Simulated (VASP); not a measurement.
# Si2W (P6_222) in VASP: further runs

The runs below take Si2W through single point, with PBE.

Program: VASP 6.6.1. These are calculated values, not measurements. Logs are shortened: lines on timing, memory, paths and dates and some standing lists are left out, and cuts for length are marked.

### 1 The cell of the first run

It takes space group P6_222 (No. 180, hexagonal). Conventional cell: a = 4.639 Å, b = 4.639 Å, c = 6.576 Å, α = 90.00°, β = 90.00°, γ = 120.00°. Si (site symmetry 2) has 9 Si at 2.56 to 3.22 Å and 5 W at 2.58 to 2.70 Å within 3.4 Å. W (site symmetry 222) has 10 Si at 2.58 to 2.70 Å and 4 W at 3.19 Å within 3.4 Å.

### 2 Single point, PBE

The input, INCAR:

```
  PREC = Accurate
  ENCUT = 520
  EDIFF = 1E-6
  ISMEAR = 0
  SIGMA = 0.03
  LREAL = F
  LASPH = T
  NELM = 80
  ALGO = Normal
  ISIF = 2
  LWAVE = F
  LCHARG = F
  GGA = PE
  NBANDS = 43
```

The input, KPOINTS:

```
regular mesh
0
Gamma
  9 9 6
```

The input, POSCAR:

```
Si2W
1.0
    4.6392971011      0.0000000000      0.0000000000
   -2.3196485506      4.0177491452      0.0000000000
    0.0000000000      0.0000000000      6.5757397110
Si W
6 3
Direct
    0.8363432358      0.6726864716      0.5000000000
    0.1636567642      0.8363432358      0.8333333333
    0.6726864716      0.8363432358      0.1666666667
    0.1636567642      0.3273135284      0.5000000000
    0.8363432358      0.1636567642      0.8333333333
    0.3273135284      0.1636567642      0.1666666667
    0.0000000000      0.5000000000      0.1666666667
    0.5000000000      0.5000000000      0.8333333333
    0.5000000000      0.0000000000      0.5000000000
```

Potentials or basis: VASP PAW PBE potentials, release 64 (Si, W_sv).

Command:

```bash
$ cat potpaw_PBE.64/Si/POTCAR potpaw_PBE.64/W_sv/POTCAR > POTCAR
$ mpirun -np 1 vasp_std > vasp.out
```

OUTCAR:

```text
PREC = Accurate
   ENCUT = 520
   EDIFF = 1E-6
   ISMEAR = 0
   LREAL = F
   LASPH = T
   NELM = 80
   ISIF = 2
   GGA = PE

 ion  position               nearest neighbor table
   1  0.836  0.673  0.500-   2 2.56   3 2.56   8 2.58   7 2.58   4 2.63   9 2.67   9 2.67   9 2.70
                             4 2.70   4 2.70
   2  0.164  0.836  0.833-   1 2.56   6 2.56   9 2.58   7 2.58   5 2.63   8 2.67   8 2.67   8 2.70
                             5 2.70   5 2.70
   3  0.673  0.836  0.167-   1 2.56   5 2.56   9 2.58   8 2.58   6 2.63   7 2.67   7 2.67   7 2.70
                             6 2.70   6 2.70
   4  0.164  0.327  0.500-   5 2.56   6 2.56   8 2.58   7 2.58   1 2.63   9 2.67   9 2.67   9 2.70
                             1 2.70   1 2.70
   5  0.836  0.164  0.833-   4 2.56   3 2.56   9 2.58   7 2.58   2 2.63   8 2.67   8 2.67   8 2.70
                             2 2.70   2 2.70
   6  0.327  0.164  0.167-   4 2.56   2 2.56   9 2.58   8 2.58   3 2.63   7 2.67   7 2.67   7 2.70
                             3 2.70   3 2.70
   7  0.000  0.500  0.167-   1 2.58   4 2.58   2 2.58   5 2.58   6 2.67   3 2.67   6 2.67   3 2.67
                             3 2.70   6 2.70   9 3.19   9 3.19   8 3.19   8 3.19
   8  0.500  0.500  0.833-   1 2.58   4 2.58   3 2.58   6 2.58   5 2.67   2 2.67   2 2.67   5 2.67
                             5 2.70   2 2.70   9 3.19   9 3.19   7 3.19   7 3.19
   9  0.500  0.000  0.500-   2 2.58   5 2.58   3 2.58   6 2.58   4 2.67   1 2.67   4 2.67   1 2.67
                             4 2.70   1 2.70   7 3.19   7 3.19   8 3.19   8 3.19

  LATTYP: Found a hexagonal cell.
 ALAT       =     4.6392971011
 C/A-ratio  =     1.4174000000

  Lattice vectors:

 A1 = (   4.6392971011,   0.0000000000,   0.0000000000)
 A2 = (  -2.3196485506,   4.0177491452,   0.0000000000)
 A3 = (   0.0000000000,   0.0000000000,   6.5757397110)

Analysis of symmetry for initial positions (statically):
=====================================================================
 Subroutine PRICEL returns:
 Original cell was already a primitive cell.

 Routine SETGRP: Setting up the symmetry group for a
 hexagonal supercell.

 Subroutine GETGRP returns: Found 12 space group operations
 (whereof  4 operations were pure point group operations)
 out of a pool of 24 trial point group operations.

The static configuration has the point symmetry D_2 .
 The point group associated with its full space group is D_6 .

Analysis of symmetry for dynamics (positions and initial velocities):
=====================================================================
 Subroutine PRICEL returns:
 Original cell was already a primitive cell.

 Routine SETGRP: Setting up the symmetry group for a
 hexagonal supercell.

 Subroutine GETGRP returns: Found 12 space group operations
 (whereof  4 operations were pure point group operations)
 out of a pool of 24 trial point group operations.

The dynamic configuration has the point symmetry D_2 .
 The point group associated with its full space group is D_6 .

 Subroutine INISYM returns: Found 12 space group operations
 (whereof  4 operations are pure point group operations),
 and found     1 'primitive' translations

----------------------------------------------------------------------------------------

                                     Primitive cell

  volume of cell :     122.5687

  direct lattice vectors                    reciprocal lattice vectors
     4.639297101  0.000000000  0.000000000     0.215549894  0.124447790  0.000000000
    -2.319648551  4.017749145  0.000000000     0.000000000  0.248895579  0.000000000
     0.000000000  0.000000000  6.575739711     0.000000000  0.000000000  0.152074146

  length of vectors
     4.639297101  4.639297101  6.575739711     0.248895579  0.248895579  0.152074146

  position of ions in fractional coordinates (direct lattice)
     0.836343236  0.672686472  0.500000000
     0.163656764  0.836343236  0.833333333
     0.672686472  0.836343236  0.166666667
     0.163656764  0.327313528  0.500000000
     0.836343236  0.163656764  0.833333333
     0.327313528  0.163656764  0.166666667
     0.000000000  0.500000000  0.166666667
     0.500000000  0.500000000  0.833333333
     0.500000000  0.000000000  0.500000000

  ion indices of the primitive-cell ions
   primitive index   ion index
                 1           1
                 2           2
                 3           3
                 4           4
                 5           5
                 6           6
                 7           7
                 8           8
                 9           9

----------------------------------------------------------------------------------------

 KPOINTS: regular mesh

Automatic generation of k-mesh.
 Grid dimensions read from file:
 generate k-points for:    9    9    6

 Generating k-lattice:

  Cartesian coordinates                     Fractional coordinates (reciprocal lattice)
     0.023949988  0.013827532  0.000000000     0.111111111  0.000000000  0.000000000
     0.000000000  0.027655064  0.000000000     0.000000000  0.111111111  0.000000000
     0.000000000  0.000000000  0.025345691     0.000000000  0.000000000  0.166666667

  Length of vectors
     0.027655064  0.027655064  0.025345691

  Shift w.r.t. Gamma in fractional coordinates (k-lattice)
     0.000000000  0.000000000  0.000000000

 Subroutine IBZKPT returns following result:
 ===========================================

 Found     48 irreducible k-points:

 Following reciprocal coordinates:
            Coordinates               Weight
  0.000000  0.000000  0.000000      1.000000
  0.111111  0.000000  0.000000      6.000000
  0.222222  0.000000  0.000000      6.000000
  0.333333 -0.000000  0.000000      6.000000
  0.444444  0.000000  0.000000      6.000000
  0.111111  0.111111  0.000000      6.000000
[... 16 lines left out ...]
  0.333333  0.222222  0.166667     24.000000
  0.333333  0.333333  0.166667      4.000000
 [... further k-points ...]
   k-points           NKPTS =     48   k-points in BZ     NKDIM =     48   number of bands    NBANDS=     43
   number of dos      NEDOS =    301   number of ions     NIONS =      9
   total plane-waves  NPLWV =  64800
   dimension x,y,z NGX =    36 NGY =   36 NGZ =   50
   dimension x,y,z NGXF=    72 NGYF=   72 NGZF=  100
   ions per type =               6   3
   NGX,Y,Z   is equivalent  to a cutoff of  12.90, 12.90, 12.64 a.u.
   NGXF,Y,Z  is equivalent  to a cutoff of  25.80, 25.80, 25.28 a.u.
 SYSTEM =  unknown system
   PREC   = accura    normal or accurate (medium, high low for compatibility)
   ISTART =      0    job   : 0-new  1-cont  2-samecut
   ICHARG =      2    charge: 1-file 2-atom 10-const
   ISPIN  =      1    spin polarized calculation?
   LNONCOLLINEAR =      F non collinear calculations
   LSORBIT =      F    spin-orbit coupling
   LASPH  =      T    aspherical Exc in radial PAW
   ENCUT  =  520.0 eV  38.22 Ry    6.18 a.u.   8.63  8.63 12.23*2*pi/ulx,y,z
   NELM   =     80;   NELMIN=  2; NELMDL= -5     # of ELM steps
   EDIFF  = 0.1E-05   stopping-criterion for ELM
   LREAL  =      F    real-space projection
   EDIFFG = 0.1E-04   stopping-criterion for IOM
   NSW    =      0    number of steps for IOM
   IBRION =     -1    ionic relax: 0-MD 1-quasi-New 2-CG
   NFREE  =      0    steps in history (QN), initial steepest desc. (CG)
   ISIF   =      2    stress and relaxation
   ISYM   =      2    0-nonsym 1-usesym 2-fastsym
   POTIM  = 0.5000    time-step for ionic-motion
   TEBEG  =    0.0;   TEEND  =   0.0 temperature during run
   PSTRESS=    0.0 pullay stress
   NELECT =      66.0000    total number of electrons
   NUPDOWN=      -1.0000    fix difference up-down
   EMIN   =  10.00;   EMAX   =-10.00  energy-range for DOS
   EFERMI =   0.00;   METHOD = LEGACY
   ISMEAR =     0;   SIGMA  =   0.03  broadening in eV -4-tet -1-fermi 0-gaus
   EFERMI_NEDOS =   21; number of points for ismear=-14 and -15
   IALGO  =     38    algorithm
   IMIX   =      4    mixing-type and parameters
     AMIX     =   0.40;   BMIX     =  1.00
     AMIX_MAG =   1.60;   BMIX_MAG =  1.00
  volume/ion in A,a.u.               =      13.62        91.90
  Fermi-wavevector in a.u.,A,eV,Ry     =   1.331873  2.516876 24.135194  1.773887
  Thomas-Fermi vector in A             =   2.460851
   LORBIT       =      0    0 simple, 1 ext, 2 COOP (PROOUT), +10 PAW based schemes
   GGA     = PE    functional components
   LHFCALC =     F    Hartree Fock is set to
   AEXX    =    0.0000 exact exchange contribution
   IVDW    =     0    specifies the selected vdW correction
   LEPSILON=     F    determine dielectric tensor
   LRPA    =     F    only Hartree local field effects (RPA)
 non-spin polarized calculation
 Gauss-broadening in eV      SIGMA  =   0.03
  energy-cutoff  :      520.00
  volume of cell :      122.57
 maximum number of plane-waves:      3320
 NGX is ok and might be reduce to    36

 number of electron      66.0000007 magnetization

 Free energy of the ion-electron system (eV)
  ---------------------------------------------------
  ext. energy  EPLUGINS =         0.00000000
  ---------------------------------------------------
  free energy    TOTEN  =       -73.81682127 eV

  energy without entropy =      -73.81681556  energy(sigma->0) =      -73.81681842

 E-fermi :  12.4544     XC(G=0): -12.4768

 val. band max:       12.3922016085   @ k =   0.4444   0.0000   0.5000
 cond. band min:      12.5165206954   @ k =   0.4444   0.0000   0.0000
 fundamental gap:      0.1243190869
 Fermi energy:        12.4543611780

 k-point     1 :       0.0000    0.0000    0.0000
  band No.  band energies     occupation
      1     -61.9487      2.00000
      2     -61.9363      2.00000
      3     -61.9363      2.00000
      4     -26.3163      2.00000
      5     -26.3060      2.00000
      6     -26.3060      2.00000
[... 35 lines left out ...]
     42      15.3550      0.00000
     43      15.6590      0.00000

 k-point     2 :       0.1111    0.0000    0.0000
  band No.  band energies     occupation
      1     -61.9483      2.00000
      2     -61.9367      2.00000
      3     -61.9363      2.00000
      4     -26.3270      2.00000
      5     -26.3109      2.00000
      6     -26.3001      2.00000
[... 35 lines left out ...]
     42      15.2549      0.00000
     43      15.7433      0.00000

 k-point     3 :       0.2222    0.0000    0.0000
  band No.  band energies     occupation
      1     -61.9473      2.00000
      2     -61.9376      2.00000
      3     -61.9363      2.00000
      4     -26.3400      2.00000
      5     -26.3198      2.00000
      6     -26.2990      2.00000
[... 35 lines left out ...]
     42      15.4430      0.00000
     43      16.3965      0.00000

 k-point     4 :       0.3333   -0.0000    0.0000
  band No.  band energies     occupation
      1     -61.9460      2.00000
      2     -61.9389      2.00000
      3     -61.9363      2.00000
      4     -26.3494      2.00000
      5     -26.3277      2.00000
      6     -26.2996      2.00000
[... 863 lines left out ...]
     42      15.4137      0.00000
     43      15.7157      0.00000

 k-point    23 :       0.3333    0.2222    0.1667
  band No.  band energies     occupation
      1     -61.9440      2.00000
      2     -61.9407      2.00000
      3     -61.9365      2.00000
      4     -26.3524      2.00000
      5     -26.3336      2.00000
      6     -26.3119      2.00000
[... 35 lines left out ...]
     42      15.4012      0.00000
     43      15.7832      0.00000

 k-point    24 :       0.3333    0.3333    0.1667
  band No.  band energies     occupation
      1     -61.9435      2.00000
      2     -61.9411      2.00000
      3     -61.9366      2.00000
      4     -26.3533      2.00000
      5     -26.3321      2.00000
      6     -26.3157      2.00000
[... 35 lines left out ...]
     42      15.5364      0.00000
     43      15.5717      0.00000

 [... further k-points ...]
[... 5 lines left out ...]
  --------------------------------------------------------------------------------------
  -------------------------------------------------------------------------------------
  Total       -0.8201426     -0.8201426      2.3427736      0.0000000     -0.0000000      0.0000000
  in kB      -10.7206302    -10.7206302     30.6239559      0.0000000     -0.0000000      0.0000000
  external PRESSURE =       3.0608985 kB  Pullay stress =       0.0000000 kB

 VOLUME and BASIS-vectors are now :
 -----------------------------------------------------------------------------
  energy-cutoff  :      520.00
  volume of cell :      122.57
      direct lattice vectors                 reciprocal lattice vectors
     4.639297101  0.000000000  0.000000000     0.215549894  0.124447790  0.000000000
    -2.319648551  4.017749145  0.000000000     0.000000000  0.248895579  0.000000000
     0.000000000  0.000000000  6.575739711     0.000000000  0.000000000  0.152074146

 POSITION                                       TOTAL-FORCE (eV/Angst)
 -----------------------------------------------------------------------------------
      2.31965      2.70269      3.28787        -0.000000      0.028011     -0.000000
     -1.18077      3.36022      5.47978        -0.024258      0.014005     -0.000000
      1.18077      3.36022      1.09596         0.024258      0.014005     -0.000000
     -0.00000      1.31506      3.28787         0.000000     -0.028011     -0.000000
      3.50042      0.65753      5.47978         0.024258     -0.014005     -0.000000
      1.13888      0.65753      1.09596        -0.024258     -0.014005     -0.000000
     -1.15982      2.00887      1.09596         0.000000      0.000000     -0.000000
      1.15982      2.00887      5.47978         0.000000     -0.000000      0.000000
      2.31965      0.00000      3.28787         0.000000     -0.000000     -0.000000
 -----------------------------------------------------------------------------------
    total drift:                               -0.000000     -0.000000     -0.000000

  FREE ENERGIE OF THE ION-ELECTRON SYSTEM (eV)
  ---------------------------------------------------
  free  energy   TOTEN  =       -73.8168212718 eV

  energy  without entropy=      -73.8168155621  energy(sigma->0) =      -73.81681842
```

Run time: 90 s. Hardware: 1 thread of Intel Xeon 6975P-C (Granite Rapids), shared host; peak memory 0.35 GiB.

What came out:

```yaml
Free_energy: -73.8168 eV
Pressure: 0.3 GPa
Largest_force: 0.028 eV/Å
Band_gap_on_the_k_mesh: 0.12 eV (least direct gap 0.59 eV)
```

Forces on the atoms (eV/Å):
```
Si   0.000  0.028  0.000
Si  -0.024  0.014  0.000
Si   0.024  0.014  0.000
Si   0.000 -0.028  0.000
Si   0.024 -0.014  0.000
Si  -0.024 -0.014  0.000
W    0.000  0.000  0.000
W    0.000  0.000  0.000
W    0.000  0.000  0.000
```

Caveat: spin-orbit coupling is left out, which moves the levels of the heavy elements; an odd mesh through Γ misses points on the zone boundary, where band edges can lie.

### 3 Single point, PBE

This run uses another cell than the first one, of the same volume but with other edges.

The input, INCAR:

```
PREC = Accurate
ENCUT = 520
EDIFF = 1E-7
ISMEAR = 0
SIGMA = 0.03
LREAL = F
LASPH = T
NELM = 60
ALGO = Normal
ISIF = 2
LWAVE = F
LCHARG = F
GGA = PE
NBANDS = 43
```

The input, KPOINTS:

```
Automatic mesh
0
Gamma
  9 9 6
```

The input, POSCAR:

```
Si2W
1.0
    4.7172346901      0.0000000000      0.0000000000
   -2.3586173451      4.0852450772      0.0000000000
    0.0000000000      0.0000000000      6.3602475327
Si W
6 3
Direct
    0.8050634200      0.6101268399      0.5000000000
    0.1949365800      0.8050634200      0.8333333333
    0.6101268399      0.8050634200      0.1666666667
    0.1949365800      0.3898731601      0.5000000000
    0.8050634200      0.1949365800      0.8333333333
    0.3898731601      0.1949365800      0.1666666667
    0.0000000000      0.5000000000      0.1666666667
    0.5000000000      0.5000000000      0.8333333333
    0.5000000000      0.0000000000      0.5000000000
```

Potentials or basis: VASP PAW PBE potentials, release 64 (Si, W_sv).

Command:

```bash
$ cat potpaw_PBE.64/Si/POTCAR potpaw_PBE.64/W_sv/POTCAR > POTCAR
$ mpirun -np 1 vasp_std > vasp.out
```

Wall time 2.4 min (1 thread of Intel Xeon Platinum 8488C (Sapphire Rapids), shared host); peak memory 0.35 GiB.

It converged, with:

```
Free energy            : -70.8838 eV
Pressure               : 12.0 GPa
Largest force          : 3.142 eV/Å
Band gap on the k mesh : 0.08 eV (least direct gap 0.18 eV)
```

Forces on the atoms (eV/Å):
```
Si   0.000  3.142  0.000
Si  -2.721  1.571  0.000
Si   2.721  1.571  0.000
Si   0.000 -3.142  0.000
Si   2.721 -1.571  0.000
Si  -2.721 -1.571  0.000
W    0.000  0.000  0.000
W    0.000  0.000  0.000
W    0.000  0.000  0.000
```

Stress tensor (GPa, compression positive):
```
 6.91  0.00  0.00
 0.00  6.91  0.00
 0.00  0.00 22.12
```

Levels at points of the mesh, in eV from the valence-band top:
```
           k point  band 29  band 30  band 31  band 32  band 33  band 34  band 35  band 36  band 37  band 38
(0.00, 0.00, 0.00)    -3.39    -2.83    -2.83    -2.58    -1.43     1.60     1.60     1.70     2.49     2.71
(0.00, 0.00, 0.50)    -3.27    -1.92    -1.57    -0.61    -0.61     0.91     1.63     1.76     1.76     2.02
```

Caveat: the cell stands under pressure; spin-orbit coupling is left out, which moves the levels of the heavy elements; an odd mesh through Γ misses points on the zone boundary, where band edges can lie; forces of over 1 eV/Å act on the atoms, so gaps and moduli don't describe the material at rest.
